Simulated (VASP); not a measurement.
# BN (P1) in VASP: dielectric tensor with LDA

Aim: the dielectric tensor of BN with LDA.

Everything below comes from runs of VASP 6.6.1. Logs are shortened: lines on timing, memory, paths and dates and some standing lists are left out, and cuts for length are marked.

### Step 1. The cell of the first run

The typed cell holds 2 atoms: a = 2.508 Å, b = 2.508 Å, c = 3.274 Å, α = 101.11°, β = 101.11°, γ = 119.81°.

### Step 2. Dielectric tensor, LDA

INCAR reads:

```
PREC     = Accurate       # precision mode
ENCUT    = 520            # plane-wave cutoff, eV
EDIFF    = 1E-8           # SCF threshold, eV
ISMEAR   = 0              # smearing method
SIGMA    = 0.01           # smearing width, eV
LREAL    = False          # projectors in reciprocal space
LASPH    = True           # aspherical terms in the spheres
NELM     = 120            # most SCF steps
ALGO     = Normal         # electronic algorithm
ISIF     = 2              # what is computed and relaxed
LWAVE    = False          # write WAVECAR
LCHARG   = False          # write CHGCAR
LEPSILON = True           # dielectric tensor by DFPT
GGA_COMPAT= False
```

KPOINTS reads:

```
Automatic mesh
0
Gamma
  10 10 8
```

POSCAR reads:

```
BN
1.0
    2.5080410000      0.0000000000      0.0000000000
   -1.2467110000      2.1762310000      0.0000000000
   -0.6306650000     -1.0881160000      3.0225400000
B N
1 1
Direct
    0.9796430000      0.9834990000      0.0018060000
    0.6685060000      0.3323850000      0.9849990000
```

Potentials or basis: VASP PAW LDA potentials, release 64 (B, N).

The run is started by

```
cat potpaw_LDA.64/B/POTCAR potpaw_LDA.64/N/POTCAR > POTCAR
mpirun -np 1 vasp_std > vasp.out
```

OUTCAR:

```text
PREC = Accurate
   ENCUT = 520
   EDIFF = 1E-8
   ISMEAR = 0
   LREAL = False
   LASPH = True
   NELM = 120
   ISIF = 2
   LEPSILON = True

 ion  position               nearest neighbor table
   1  0.980  0.983  0.002-   2 1.40   2 1.43   2 1.52
   2  0.669  0.332  0.985-   1 1.40   1 1.43   1 1.52

  LATTYP: Found a face centered orthorhombic cell.
 ALAT       =     2.5153398844
 B/A-ratio  =     1.7253462546
 C/A-ratio  =     2.4032855509

  Lattice vectors:

 A1 = (  -1.8773760000,   1.0881150000,   3.0225400000)
 A2 = (   0.6306650000,   1.0881150000,   3.0225400000)
 A3 = (  -1.2467110000,   2.1762310000,   0.0000000000)

Analysis of symmetry for initial positions (statically):
=====================================================================
 Subroutine PRICEL returns:
 Original cell was already a primitive cell.

 Routine SETGRP: Setting up the symmetry group for a
 face centered orthorhombic supercell.

 Subroutine GETGRP returns: Found  1 space group operations
 (whereof  1 operations were pure point group operations)
 out of a pool of  8 trial point group operations.

The static configuration has the point symmetry C_1 .

Analysis of symmetry for dynamics (positions and initial velocities):
=====================================================================
 Subroutine PRICEL returns:
 Original cell was already a primitive cell.

 Routine SETGRP: Setting up the symmetry group for a
 face centered orthorhombic supercell.

 Subroutine GETGRP returns: Found  1 space group operations
 (whereof  1 operations were pure point group operations)
 out of a pool of  8 trial point group operations.

The dynamic configuration has the point symmetry C_1 .

 Subroutine INISYM returns: Found  1 space group operations
 (whereof  1 operations are pure point group operations),
 and found     1 'primitive' translations

----------------------------------------------------------------------------------------

                                     Primitive cell

  volume of cell :      16.4973

  direct lattice vectors                    reciprocal lattice vectors
     2.508041000  0.000000000  0.000000000     0.398717565  0.228415813  0.165423820
    -1.246711000  2.176231000  0.000000000     0.000000000  0.459510043  0.165423859
    -0.630665000 -1.088116000  3.022540000     0.000000000  0.000000000  0.330847565

  length of vectors
     2.508041000  2.508041005  3.273756684     0.488379484  0.488379496  0.330847565

  position of ions in fractional coordinates (direct lattice)
     0.979643000  0.983499000  0.001806000
     0.668506000  0.332385000  0.984999000

  ion indices of the primitive-cell ions
   primitive index   ion index
                 1           1
                 2           2

----------------------------------------------------------------------------------------

 KPOINTS: Automatic mesh

Automatic generation of k-mesh.
 Grid dimensions read from file:
 generate k-points for:   10   10    8

 Generating k-lattice:

  Cartesian coordinates                     Fractional coordinates (reciprocal lattice)
     0.039871756  0.022841581  0.016542382     0.100000000  0.000000000  0.000000000
     0.000000000  0.045951004  0.016542386     0.000000000  0.100000000 -0.000000000
     0.000000000  0.000000000  0.041355946     0.000000000  0.000000000  0.125000000

  Length of vectors
     0.048837948  0.048837950  0.041355946

  Shift w.r.t. Gamma in fractional coordinates (k-lattice)
     0.000000000  0.000000000  0.000000000

 -----------------------------------------------------------------------------
|                                                                             |
[... 96 lines left out ...]
   LHFCALC =     F    Hartree Fock is set to
   AEXX    =    0.0000 exact exchange contribution
   IVDW    =     0    specifies the selected vdW correction
   LEPSILON=     T    determine dielectric tensor
   LRPA    =     F    only Hartree local field effects (RPA)
 non-spin polarized calculation
 Gauss-broadening in eV      SIGMA  =   0.01
  energy-cutoff  :      520.00
  volume of cell :       16.50
 maximum number of plane-waves:       460
   NGX =  9   NGY =  9   NGZ = 13

--------------------------------------- Ionic step        1  -------------------------------------------

 number of electron       8.0000000 magnetization

 E-fermi :   3.4327     XC(G=0): -11.0917

 val. band max:        3.3778278791   @ k =   0.4000   0.4000   0.1250
 cond. band min:       5.9488736072   @ k =   0.5000   0.5000   0.5000
 fundamental gap:      2.5710457281
 Fermi energy:         3.4326828469

 k-point     1 :       0.0000    0.0000    0.0000
  band No.  band energies     occupation
      1     -14.7685      2.00000
      2      -0.5022      2.00000
      3       0.8271      2.00000
      4       2.4491      2.00000
      5       8.5532      0.00000
      6      13.3703      0.00000
      7      15.4806      0.00000
      8      16.0356      0.00000
[... 243 lines left out ...]
 k-point    24 :      -0.3000    0.2000    0.0000
  band No.  band energies     occupation
      1     -13.4203      2.00000
      2      -2.4004      2.00000
      3      -0.3184      2.00000
      4       0.9018      2.00000
      5      10.6394      0.00000
      6      12.8735      0.00000
      7      14.0322      0.00000
      8      18.9758      0.00000

 [... further k-points ...]

  FORCE on cell =-STRESS in cart. coord.  units (eV):
  Direction    XX          YY          ZZ          XY          YZ          ZX
  --------------------------------------------------------------------------------------
  -------------------------------------------------------------------------------------
  Total       -1.3008046     -0.1079387      0.3258594     -0.4989141      0.1206838      0.0541125
  in kB     -126.3313009    -10.4827671     31.6467493    -48.4534454     11.7205449      5.2552915
  external PRESSURE =     -35.0557729 kB  Pullay stress =       0.0000000 kB

 VOLUME and BASIS-vectors are now :
 -----------------------------------------------------------------------------
  energy-cutoff  :      520.00
  volume of cell :       16.50
      direct lattice vectors                 reciprocal lattice vectors
     2.508041000  0.000000000  0.000000000     0.398717565  0.228415813  0.165423820
    -1.246711000  2.176231000  0.000000000     0.000000000  0.459510043  0.165423859
    -0.630665000 -1.088116000  3.022540000     0.000000000  0.000000000  0.330847565

 POSITION                                       TOTAL-FORCE (eV/Angst)
 -----------------------------------------------------------------------------------
      1.22971      2.13836      0.00546         1.638493      2.052942     -0.615824
      0.64105     -0.34845      2.97720        -1.638493     -2.052942      0.615824
 -----------------------------------------------------------------------------------
    total drift:                               -0.000088      0.000074      0.000097

  FREE ENERGIE OF THE ION-ELECTRON SYSTEM (eV)
  ---------------------------------------------------
  free  energy   TOTEN  =       -19.1546803206 eV

  energy  without entropy=      -19.1546803206  energy(sigma->0) =      -19.15468032

 HEAD OF MICROSCOPIC STATIC DIELECTRIC TENSOR (INDEPENDENT PARTICLE, excluding Hartree and local field effects)
 ------------------------------------------------------
           5.187845    -0.282077     0.037556
          -0.283321     5.759824    -0.024223
           0.035751    -0.023721     3.481913
 ------------------------------------------------------

 Free energy of the ion-electron system (eV)
  ---------------------------------------------------
  ---------------------------------------------------
  free energy    TOTEN  =        -0.19275269 eV

  energy without entropy =       -0.19275269

------------------------ aborting loop because EDIFF is reached ----------------------------------------

--------------------------------------- Ionic step        2  -------------------------------------------

------------------------ aborting loop because EDIFF is reached ----------------------------------------

--------------------------------------- Ionic step        3  -------------------------------------------

 Free energy of the ion-electron system (eV)
  ---------------------------------------------------
  ---------------------------------------------------
  free energy    TOTEN  =        -0.10486394 eV

  energy without entropy =       -0.10486394

------------------------ aborting loop because EDIFF is reached ----------------------------------------

 PIEZOELECTRIC TENSOR FIELD DIRECTION 3  (e Angst)
 -----------------------------------------------------------------------------
     0.03441 -0.00037 -0.13571           (  0.00641  0.00004 -0.00019)
    -0.00037  0.04675  0.07678           (  0.00004  0.00645  0.00105)
    -0.13571  0.07678 -0.10458           ( -0.00019  0.00105  0.00659)

 PIEZOELECTRIC TENSOR FIELD DIRECTION 3  (C/m^2)
 -----------------------------------------------------------------------------
     0.03342 -0.00036 -0.13180
    -0.00036  0.04541  0.07457
    -0.13180  0.07457 -0.10157

 MACROSCOPIC STATIC DIELECTRIC TENSOR (including local field effects in DFT)
 ------------------------------------------------------
           5.032814    -0.260858     0.039780
          -0.262030     5.572228    -0.023151
           0.038044    -0.022700     3.151443
 ------------------------------------------------------

 PIEZOELECTRIC TENSOR (including local field effects)  for field in x, y, z        (e  Angst)
          XX          YY          ZZ          XY          YZ          ZX
  --------------------------------------------------------------------------------
  x     0.02332    -0.05693    -0.05544    -1.22230    -0.00560     0.08602
  y    -1.37204     1.25817     0.02905     0.05606     0.11520    -0.00721
  z     0.03441     0.04675    -0.10458    -0.00037     0.07678    -0.13571

 PIEZOELECTRIC TENSOR (including local field effects)  for field in x, y, z        (C/m^2)
          XX          YY          ZZ          XY          YZ          ZX
  --------------------------------------------------------------------------------
  x     0.02265    -0.05529    -0.05384    -1.18707    -0.00544     0.08354
  y    -1.33249     1.22191     0.02822     0.05444     0.11188    -0.00700
  z     0.03342     0.04541    -0.10157    -0.00036     0.07457    -0.13180

 BORN EFFECTIVE CHARGES (including local field effects) (in |e|, cummulative output)
 ---------------------------------------------------------------------------------
 ion    1
    1     2.53620    -0.16319     0.01440
    2    -0.16692     2.94872    -0.00201
    3     0.01583    -0.00977     0.89128
 ion    2
    1    -2.53620     0.16319    -0.01440
    2     0.16692    -2.94872     0.00201
    3    -0.01583     0.00977    -0.89128
```

It took 4.7 min on 1 thread of AMD EPYC 7R43 (Zen 3), shared host; peak memory 0.23 GiB.

Results:

| Item | Value |
| --- | --- |
| Band gap on the k mesh | 2.57 eV (least direct gap 4.45 eV) |
| Electronic dielectric tensor (diagonal) | 5.03, 5.57, 3.15 |
| Born charges (mean of the diagonal) | B +2.13; N -2.13 e |

Electronic dielectric tensor:
```
 5.03 -0.26  0.04
-0.26  5.57 -0.02
 0.04 -0.02  3.15
```

Born effective charge tensors (e):
atom 1, B
```
 2.54 -0.16  0.01
-0.17  2.95  0.00
 0.02 -0.01  0.89
```
atom 2, N
```
-2.54  0.16 -0.01
 0.17 -2.95  0.00
-0.02  0.01 -0.89
```

A k mesh can miss the band edges.
